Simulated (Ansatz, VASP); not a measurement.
**One calculation of Si, two programs**

File POSCAR:

```
Si
1.0
    0.0000000000      2.7155000000      2.7155000000
    2.7155000000      0.0000000000      2.7155000000
    2.7155000000      2.7155000000      0.0000000000
Si
2
Direct
    0.0000000000      0.0000000000      0.0000000000
    0.2500000000      0.2500000000      0.2500000000
```

INCAR.step1

```
SYSTEM = Si
ALGO = Normal
EDIFF = 1E-5
ENCUT = 440
GGA = PE
GGA_COMPAT = .FALSE.
ISMEAR = 0
LASPH = .TRUE.
LCHARG = .FALSE.
LREAL = .FALSE.
LWAVE = .TRUE.
NBANDS = 11
NELM = 120
PREC = Accurate
SIGMA = 0.01
```

File INCAR.step2:

```
SYSTEM = Si
ALGO = Normal
EDIFF = 1E-8
ENCUT = 440
GGA_COMPAT = .FALSE.
ISIF = 2
ISMEAR = 0
ISTART = 1
LASPH = .TRUE.
LCHARG = .FALSE.
LEFG = .TRUE.
LMIXTAU = .TRUE.
LREAL = .FALSE.
LWAVE = .FALSE.
METAGGA = R2SCAN
NBANDS = 11
NELM = 120
PREC = Accurate
SIGMA = 0.01
```

File KPOINTS:

```
k-points
0
G
  12 12 12
  0 0 0
```

Input for Ansatz:

```yaml
crystal:
  lattice:
    - [0.0, 2.7155, 2.7155]
    - [2.7155, 0.0, 2.7155]
    - [2.7155, 2.7155, 0.0]
  atoms:
    - { symbol: Si, position: [0.0, 0.0, 0.0] }
    - { symbol: Si, position: [0.25, 0.25, 0.25] }
scf:
  occupations: { method: fixed }
  n_extra_bands: 4
output:
  forces: true
  stress: true
  eigenvalues: true
  efg: {}
kpoints:
  mp_grid: { grid: [12, 12, 12], shift: [0, 0, 0] }
hamiltonian:
  xc: r2scan
```

Alike in both runs: task electric field gradients; functional r2SCAN; k mesh 12 × 12 × 12; no spin polarisation.

```csv
,VASP,Ansatz
version,VASP 6.6.1,Ansatz 0.2.0
potentials or method,"VASP PAW PBE potentials, release 64 (Si)","scalar-relativistic, plane waves, PAW"
plane-wave cutoff (eV),440,500
occupations,"gaussian, width 0.01 eV",fixed
valence electrons in the cell,8,8
```

VASP gave:

- gap on the k mesh at the Fermi level (eV): 0.77
- least direct gap on the mesh (eV): 2.76
- pressure (GPa): 0.5

**Question.** Which values does Ansatz return?

**Answer.** gap on the k mesh at the Fermi level (eV): 0.76; least direct gap on the mesh (eV): 2.74; pressure (GPa): 0.7.

VASP's potentials were made for PBE, not for r2SCAN.
